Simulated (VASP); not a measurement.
Si, 4 atoms in the cell. It takes space group I4/mmm (No. 139, tetragonal). Conventional cell: a = 6.585 Å, b = 6.585 Å, c = 3.803 Å, α = 90.00°, β = 90.00°, γ = 90.00°. Within 3.1 Å of Si (site symmetry m2m) lie 4 Si at 2.32 to 2.35 Å. 

| Quantity | Value |
| --- | --- |
| Program | VASP 6.6.1 |
| Task | single point |
| Functional | PBEsol |
| Potentials or basis | VASP PAW PBE potentials, release 64 (Si) |
| Cutoff | 520 eV |
| k mesh | 12 × 12 × 12 |
| Occupations | gaussian, width 0.03 eV |
| Spin | no spin polarisation |
| Dipole correction | no |
| Further INCAR settings | ALGO = Normal; EDIFF = 1e-06; NBANDS = 16 |

Potentials or basis: VASP PAW PBE potentials, release 64 (Si).

The run is started by

```console
$ cat potpaw_PBE.64/Si/POTCAR > POTCAR
$ mpirun -np 1 vasp_std > vasp.out
```

Hardware: 1 thread of Intel(R) Xeon(R) Platinum 8488C (Sapphire Rapids), with other jobs on the host.

Q: How long does it take, and how much memory?

A: Run time: 2.9 min on 1 thread of Intel(R) Xeon(R) Platinum 8488C (Sapphire Rapids), on a shared host, peak memory 0.32 GiB. Counts: scf iterations 13, k points 163.
